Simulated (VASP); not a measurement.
**MnS: single point with PBE**

Crystal: MnS.

```
Mn S
1.0
     0.00000    2.80000    2.80000
     2.80000    0.00000    2.80000
     2.80000    2.80000    0.00000
Mn S
1 1
Direct
  0.00000 0.00000 0.00000
  0.75000 0.75000 0.75000
```

```yaml
Program: VASP 6.6.1
Task: single point
Functional: PBE
Potentials_or_basis: VASP PAW PBE potentials, release 64 (Mn_pv, S)
Cutoff: 520 eV
k_mesh: 4 × 1 × 1
Occupations: gaussian, width 0.1 eV
Spin: collinear spin, ferromagnetic start
Starting_moments: "[4.57, 0.14] μB"
```

* Pressure: 11.6 GPa
* Band gap on the k mesh: 0.36 eV, direct
* Net moment: 5.00 μB per cell
* Site moments: Mn +4.15; S +0.35 μB
* Valence electrons inside the program's atomic spheres: Mn 11.46; S 3.87

Stress tensor (GPa, compression positive):
```
11.60  1.73  1.73
 1.73 11.60 -1.73
 1.73 -1.73 11.60
```

Levels at points of the mesh, in eV from the valence-band top:
Spin up:
```tsv
k point	band 8	band 9	band 10	band 11	band 12	band 13	band 14	band 15	band 16	band 17
(0.00, 0.00, 0.00)	-3.27	-3.27	-0.10	0.00	0.00	0.36	5.15	5.22	5.22	10.01
(0.50, 0.00, 0.00)	-3.21	-3.21	-3.06	-1.05	-1.05	2.40	5.70	5.70	6.24	10.32
```
Spin down:
| k point | band 5 | band 6 | band 7 | band 8 | band 9 | band 10 |
| --- | --- | --- | --- | --- | --- | --- |
| (0.00, 0.00, 0.00) | -3.76 | -3.64 | -3.64 | 0.61 | 0.61 | 1.28 |
| (0.50, 0.00, 0.00) | -5.78 | -3.57 | -3.57 | 0.56 | 0.76 | 0.76 |

Wall time 9.4 s on 1 thread of AMD EPYC 9R45 96-Core Processor (Zen 5), on a shared host, peak memory 0.15 GiB.

Caveat: the k points lie up to 1.94 Å⁻¹ apart; a cell with one magnetic atom can't hold antiferromagnetic order, which such compounds often take. A k mesh can miss the band edges.
